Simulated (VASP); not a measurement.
# SiC (R3m) in VASP: G0W0 quasiparticle levels with PBEsol

Aim: the G0W0 quasiparticle levels of SiC with PBEsol.

Everything below comes from runs of VASP 6.6.1. Logs are shortened: lines on timing, memory, paths and dates and some standing lists are left out, and cuts for length are marked.

## 1. The cell of the first run

The structure is trigonal, space group R3m (No. 160). The conventional cell has a = 3.112 Å, b = 3.112 Å, c = 7.530 Å, α = 90.00°, β = 90.00°, γ = 120.00°. Within 2.5 Å of Si (site symmetry 3m) lie 4 C at 1.89 to 1.90 Å. Within 2.5 Å of C (site symmetry 3m) lie 4 Si at 1.89 to 1.90 Å.

## 2. G0W0 quasiparticle levels, PBEsol

The input, POSCAR:

```
SiC
1.0
   -0.0176390416      2.1825754434      2.1825754434
    2.1825754434     -0.0176390416      2.1825754434
    2.1825754434      2.1825754434     -0.0176390416
Si C
1 1
Direct
   -0.0003869826     -0.0003869826     -0.0003869826
    0.2503869826      0.2503869826      0.2503869826
```

The input, INCAR.step1:

```
  PREC = Accurate
  ENCUT = 500
  EDIFF = 1E-8
  ISMEAR = 0
  SIGMA = 0.01
  LREAL = False
  LASPH = True
  NELM = 100
  ALGO = Normal
  LWAVE = True
  LCHARG = False
  GGA = PS
```

The input, INCAR.step2:

```
  PREC = Accurate
  ENCUT = 500
  EDIFF = 1E-8
  ISMEAR = 0
  SIGMA = 0.01
  LREAL = False
  LASPH = True
  NELM = 1
  ALGO = Exact
  LWAVE = True
  LCHARG = False
  GGA = PS
  NBANDS = 51
  LOPTICS = True
  ISTART = 1
```

The input, INCAR.step3:

```
  PREC = Accurate
  ENCUT = 500
  EDIFF = 1E-8
  ISMEAR = 0
  SIGMA = 0.01
  LREAL = False
  LASPH = True
  ALGO = EVGW0
  LWAVE = False
  LCHARG = False
  GGA = PS
  NELMGW = 1
  NBANDS = 51
  ENCUTGW = 100.0
  NOMEGA = 48
  PRECFOCK = Fast
  ISTART = 1
  NBANDSGW = 12
```

The input, KPOINTS:

```
Automatic mesh
0
Gamma
  6 6 6
```

Potentials or basis: VASP PAW PBE potentials, release 64 (Si_GW, C_GW).

Command:

```bash
$ cat potpaw_PBE.64/Si_GW/POTCAR potpaw_PBE.64/C_GW/POTCAR > POTCAR
$ cp INCAR.step1 INCAR
$ mpirun -np 1 vasp_std > vasp.out
$ cp INCAR.step2 INCAR
$ mpirun -np 1 vasp_std > vasp.out
$ cp INCAR.step3 INCAR
$ mpirun -np 1 vasp_std > vasp.out
```

OUTCAR:

```text
PREC = Accurate
   ENCUT = 500
   EDIFF = 1E-8
   ISMEAR = 0
   LREAL = False
   LASPH = True
   GGA = PS
   NELMGW = 1
   ENCUTGW = 100.0
   PRECFOCK = Fast
   ISTART = 1

 ion  position               nearest neighbor table
   1  1.000  1.000  1.000-   2 1.89   2 1.90   2 1.90   2 1.90
   2  0.250  0.250  0.250-   1 1.89   1 1.90   1 1.90   1 1.90

  LATTYP: Found a trigonal (rhomboedric) cell.
 ALAT       =     3.0866781931
 COS(alpha) =     0.4919021800

  Lattice vectors:

 A1 = (  -0.0176390416,   2.1825754434,   2.1825754434)
 A2 = (   2.1825754434,  -0.0176390416,   2.1825754434)
 A3 = (   2.1825754434,   2.1825754434,  -0.0176390416)

Analysis of symmetry for initial positions (statically):
=====================================================================
 Subroutine PRICEL returns:
 Original cell was already a primitive cell.

 Routine SETGRP: Setting up the symmetry group for a
 trigonal (rhombohedral) supercell.

 Subroutine GETGRP returns: Found  6 space group operations
 (whereof  6 operations were pure point group operations)
 out of a pool of 12 trial point group operations.

The static configuration has the point symmetry C_3v.

Analysis of symmetry for dynamics (positions and initial velocities):
=====================================================================
 Subroutine PRICEL returns:
 Original cell was already a primitive cell.

 Routine SETGRP: Setting up the symmetry group for a
 trigonal (rhombohedral) supercell.

 Subroutine GETGRP returns: Found  6 space group operations
 (whereof  6 operations were pure point group operations)
 out of a pool of 12 trial point group operations.

The dynamic configuration has the point symmetry C_3v.

 Subroutine INISYM returns: Found  6 space group operations
 (whereof  6 operations are pure point group operations),
 and found     1 'primitive' translations

----------------------------------------------------------------------------------------

                                     Primitive cell

  volume of cell :      21.0461

  direct lattice vectors                    reciprocal lattice vectors
    -0.017639042  2.182575443  2.182575443    -0.226328554  0.228172589  0.228172589
     2.182575443 -0.017639042  2.182575443     0.228172589 -0.226328554  0.228172589
     2.182575443  2.182575443 -0.017639042     0.228172589  0.228172589 -0.226328554

  length of vectors
     3.086678193  3.086678193  3.086678193     0.394144739  0.394144739  0.394144739

  position of ions in fractional coordinates (direct lattice)
     0.999613017  0.999613017  0.999613017
     0.250386983  0.250386983  0.250386983

  ion indices of the primitive-cell ions
   primitive index   ion index
                 1           1
                 2           2

----------------------------------------------------------------------------------------

 KPOINTS: Automatic mesh

Automatic generation of k-mesh.
 Grid dimensions read from file:
 generate k-points for:    6    6    6

 Generating k-lattice:

  Cartesian coordinates                     Fractional coordinates (reciprocal lattice)
    -0.037721426  0.038028765  0.038028765     0.166666667 -0.000000000 -0.000000000
     0.038028765 -0.037721426  0.038028765    -0.000000000  0.166666667 -0.000000000
     0.038028765  0.038028765 -0.037721426    -0.000000000 -0.000000000  0.166666667

  Length of vectors
     0.065690790  0.065690790  0.065690790

  Shift w.r.t. Gamma in fractional coordinates (k-lattice)
     0.000000000  0.000000000  0.000000000

 Subroutine IBZKPT returns following result:
 ===========================================

 Found     32 irreducible k-points:

 Following reciprocal coordinates:
            Coordinates               Weight
  0.000000  0.000000  0.000000      1.000000
  0.166667  0.000000 -0.000000      6.000000
  0.333333  0.000000 -0.000000      6.000000
  0.500000  0.000000  0.000000      3.000000
  0.166667  0.166667 -0.000000      6.000000
  0.333333  0.166667 -0.000000     12.000000
[... 16 lines left out ...]
  0.500000  0.500000  0.166667      6.000000
 -0.333333  0.500000  0.166667     12.000000
 [... further k-points ...]
   k-points           NKPTS =     32   k-points in BZ     NKDIM =    216   number of bands    NBANDS=     51
   number of dos      NEDOS =    301   number of ions     NIONS =      2
   total plane-waves  NPLWV =  13824
   dimension x,y,z NGX =    24 NGY =   24 NGZ =   24
   dimension x,y,z NGXF=    48 NGYF=   48 NGZF=   48
   ions per type =               1   1
   NGX,Y,Z   is equivalent  to a cutoff of  12.93, 12.93, 12.93 a.u.
   NGXF,Y,Z  is equivalent  to a cutoff of  25.85, 25.85, 25.85 a.u.
 SYSTEM =  unknown system
   PREC   = accura    normal or accurate (medium, high low for compatibility)
   ISTART =      1    job   : 0-new  1-cont  2-samecut
   ICHARG =      0    charge: 1-file 2-atom 10-const
   ISPIN  =      1    spin polarized calculation?
   LNONCOLLINEAR =      F non collinear calculations
   LSORBIT =      F    spin-orbit coupling
   LASPH  =      T    aspherical Exc in radial PAW
   ENCUT  =  500.0 eV  36.75 Ry    6.06 a.u.   5.63  5.63  5.63*2*pi/ulx,y,z
   NELM   =     60;   NELMIN=  2; NELMDL=  0     # of ELM steps
   EDIFF  = 0.1E-07   stopping-criterion for ELM
   LREAL  =      F    real-space projection
   EDIFFG = 0.1E-06   stopping-criterion for IOM
   NSW    =      0    number of steps for IOM
   IBRION =     -1    ionic relax: 0-MD 1-quasi-New 2-CG
   NFREE  =      0    steps in history (QN), initial steepest desc. (CG)
   ISIF   =      0    stress and relaxation
   ISYM   =      3    0-nonsym 1-usesym 2-fastsym
   POTIM  = 0.5000    time-step for ionic-motion
   TEBEG  =    0.0;   TEEND  =   0.0 temperature during run
   PSTRESS=    0.0 pullay stress
   NELECT =       8.0000    total number of electrons
   NUPDOWN=      -1.0000    fix difference up-down
   EMIN   =  10.00;   EMAX   =-10.00  energy-range for DOS
   EFERMI =   0.00;   METHOD = LEGACY
   ISMEAR =     0;   SIGMA  =   0.01  broadening in eV -4-tet -1-fermi 0-gaus
   EFERMI_NEDOS =   21; number of points for ismear=-14 and -15
   IALGO  =     38    algorithm
   IMIX   =      4    mixing-type and parameters
     AMIX     =   0.40;   BMIX     =  1.00
     AMIX_MAG =   1.60;   BMIX_MAG =  1.00
  volume/ion in A,a.u.               =      10.52        71.01
  Fermi-wavevector in a.u.,A,eV,Ry     =   1.185900  2.241025 19.134657  1.406358
  Thomas-Fermi vector in A             =   2.322084
   LORBIT       =      0    0 simple, 1 ext, 2 COOP (PROOUT), +10 PAW based schemes
   GGA     = PS    functional components
   LHFCALC =     T    Hartree Fock is set to
   PRECFOCK=fast      Normal, Fast or Accurate (Low or Medium for compatibility)
   ENCUT4O =  -1.0   cutoff for four orbital integrals eV
   NKREDX  =     1    reduce k-point grid by
   NKREDY  =     1    reduce k-point grid by
   NKREDZ  =     1    reduce k-point grid by
   AEXX    =    1.0000 exact exchange contribution
   HFSCREEN=    0.0000 screening length (either q_TF or 0.3 A-1)
   HFSCREENC=   0.0000 screening length for correlation (either q_TF or 0.3 A-1)
   ENCUTFOCK=  -1.0 apply spherical cutoff to Coloumb kernel
   IVDW    =     0    specifies the selected vdW correction
   LEPSILON=     F    determine dielectric tensor
   LRPA    =     F    only Hartree local field effects (RPA)
   LRPAFORCE           =     F    calculate RPA forces
   ENCUTGW             = 100.0    cutoff for response function in eV
   ENCUTGWSOFT         =  80.0    soft cutoff for Coulomb kernel in GW response function in eV
   ENCUTLF             =  -1.0    cutoff for local field effects
   NELMGW              =     1    number of iterations in solving QP/BSE equation
   NELMHF              =     1    number of iterations in the inner HF iteration
   NKREDLFX            =     1    NKREDLFY  =   1   NKREDLFZ  =   1
 non-spin polarized calculation
 Gauss-broadening in eV      SIGMA  =   0.01
  energy-cutoff  :      500.00
  volume of cell :       21.05
 maximum number of plane-waves:       544
 NGX is ok and might be reduce to    24
  NGX = 14; NGY = 14; NGZ = 14
   NGX = 11   NGY = 11   NGZ = 11
 maximum number of plane-waves:        59
 NGX is ok and might be reduce to    10

 QP shifts <psi_nk| G(iteration)W_0 |psi_nk>: iteration 1
 for sc-GW calculations column KS-energies equals QP-energies in previous step
 and V_xc(KS)=  KS-energies - (<T + V_ion + V_H > + <T+V_H+V_ion>^1  + <V_x>^1)

 k-point   1 :       0.0000    0.0000    0.0000
  band No.  KS-energies  QP-energies   sigma(KS)   V_xc(KS)     V^pw_x(r,r')   Z            occupation Imag(sigma)

      1      -7.7591      -8.6452     -13.9221     -12.6892     -21.5593       0.7187       2.0000       1.4018
      2       7.4974       7.1533     -15.1154     -14.6779     -17.2605       0.7865       2.0000       0.0847
      3       7.4974       7.1533     -15.1154     -14.6779     -17.2605       0.7865       2.0000       0.0847
      4       7.6102       7.2719     -15.1685     -14.7383     -17.3391       0.7863       2.0000       0.0859
      5      13.4908      14.2297     -12.1870     -13.1341      -7.3831       0.7803       0.0000      -0.1078
      6      14.5739      15.3506     -10.6106     -11.5910      -5.7606       0.7921       0.0000      -0.1038
      7      14.5739      15.3506     -10.6106     -11.5910      -5.7606       0.7921       0.0000      -0.1038
      8      14.8650      15.6478     -10.6660     -11.6577      -5.7437       0.7893       0.0000      -0.1090
      9      21.8686      22.7525     -10.3394     -11.4661      -4.4731       0.7845       0.0000      -0.3056
     10      21.8686      22.7525     -10.3394     -11.4661      -4.4731       0.7845       0.0000      -0.3056
     11      23.5177      24.0778      -9.2924     -10.0143      -2.9193       0.7759       0.0000      -0.4473
     12      24.4863      25.0547      -9.6944     -10.4305      -2.9545       0.7721       0.0000      -0.6722

 k-point   2 :       0.1667    0.0000   -0.0000
  band No.  KS-energies  QP-energies   sigma(KS)   V_xc(KS)     V^pw_x(r,r')   Z            occupation Imag(sigma)
[... 353 lines left out ...]
      1      -2.6022      -3.3345     -15.3213     -14.3107     -21.7759       0.7246       2.0000       0.6915
      2       0.2540      -0.4613     -13.6000     -12.6308     -17.9394       0.7381       2.0000       0.3167
      3       3.0243       2.3700     -13.6603     -12.7981     -16.8653       0.7589       2.0000       0.1446
      4       3.1664       2.5352     -13.3426     -12.5152     -16.3230       0.7628       2.0000       0.1325
      5      11.4099      12.0190     -11.0310     -11.7936      -6.8852       0.7987       0.0000      -0.0818
      6      14.4314      15.2149     -10.7979     -11.7805      -6.0721       0.7974       0.0000      -0.0989
      7      18.1283      18.9309     -11.0116     -12.0638      -4.9235       0.7629       0.0000      -0.2517
      8      19.4947      20.4904     -11.6966     -12.9976      -5.6963       0.7653       0.0000      -0.2554
      9      21.4264      22.3625     -11.7104     -12.9760      -4.6083       0.7396       0.0000      -0.4568
     10      24.9585      25.7986     -10.7880     -11.8892      -3.7621       0.7628       0.0000      -0.6425
     11      28.3065      29.4574     -11.6761     -13.1969      -4.4463       0.7568       0.0000      -0.8457
     12      31.2668      32.1548     -11.3631     -12.5153      -3.9705       0.7707       0.0000      -1.2217

 [... further k-points ...]
```

Wall time 3.2 min (1 thread of Intel Xeon Platinum 8488C (Sapphire Rapids), shared host); peak memory 0.36 GiB.

Results:

```yaml
Quasiparticle_gap: 1.95 eV
Least_direct_quasiparticle_gap: 5.40 eV
Band_gap_of_the_starting_levels_on_the_mesh: 1.17 eV
Least_direct_gap_of_the_starting_levels_on_the_mesh: 4.35 eV
```

Caveat: the k points lie up to 0.41 Å⁻¹ apart; bands, screening cutoff and mesh are small and nothing is extrapolated, so the quasiparticle values aren't converged.
